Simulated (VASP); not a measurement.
Input of a VASP 6.6.1 run:

INCAR

```
SYSTEM = NiO
PREC = Accurate
ENCUT = 520
EDIFF = 1E-7
ISMEAR = 0
SIGMA = 0.05
LREAL = .False.
LASPH = .True.
NELM = 150
ALGO = Normal
ISIF = 2
LWAVE = .False.
LCHARG = .False.
ISPIN = 2
MAGMOM = 1.86 -1.86 0 0
LORBIT = 11
LMAXMIX = 4
LDAU = .True.
LDAUTYPE = 2
LDAUL = 2 -1
LDAUU = 6.2 0
LDAUJ = 0 0
LDAUPRINT = 1
GGA = PE
NBANDS = 28
```

File KPOINTS:

```
Automatic mesh
0
Gamma
  10 10 10
  0 0 0
```

POSCAR

```
NiO
1.0
    0.0000000000      2.1345387207      2.1345387207
    2.1345387207      0.0000000000      2.1345387207
    4.2660822267      2.1315435059     -2.1315435059
Ni O
2 2
Direct
    0.0000000000      0.0000000000      0.0000000000
    0.5000000000      0.0000000000      0.5000000000
    0.7500000000      0.4999999999      0.2500000001
    1.2500000000      0.5000000001      0.7499999999
```

Potentials or basis: VASP PAW PBE potentials, release 64 (Ni, O).

Run with:

```bash
$ cat potpaw_PBE.64/Ni/POTCAR potpaw_PBE.64/O/POTCAR > POTCAR
$ mpirun -np 1 vasp_std > vasp.out
```

Question: What does it give for the site moments?

Answer: Ni +1.76, -1.76; O +0.00 μB.

Question: Predict the band gap on the k mesh.

Answer: 2.95 eV.

Eigenvalues of the final occupation matrices:
| site | spin | trace | eigenvalues |
| --- | --- | --- | --- |
| site 1 d | 1 | 4.99 | 0.98 0.98 0.98 1.02 1.02 |
| site 1 d | 2 | 3.22 | 0.14 0.14 0.98 0.98 0.98 |
| site 2 d | 1 | 3.22 | 0.14 0.14 0.98 0.98 0.98 |
| site 2 d | 2 | 4.99 | 0.98 0.98 0.98 1.02 1.02 |

Caveat: the cell stands under tension. The state reached can hang on the start; a lower one may exist.
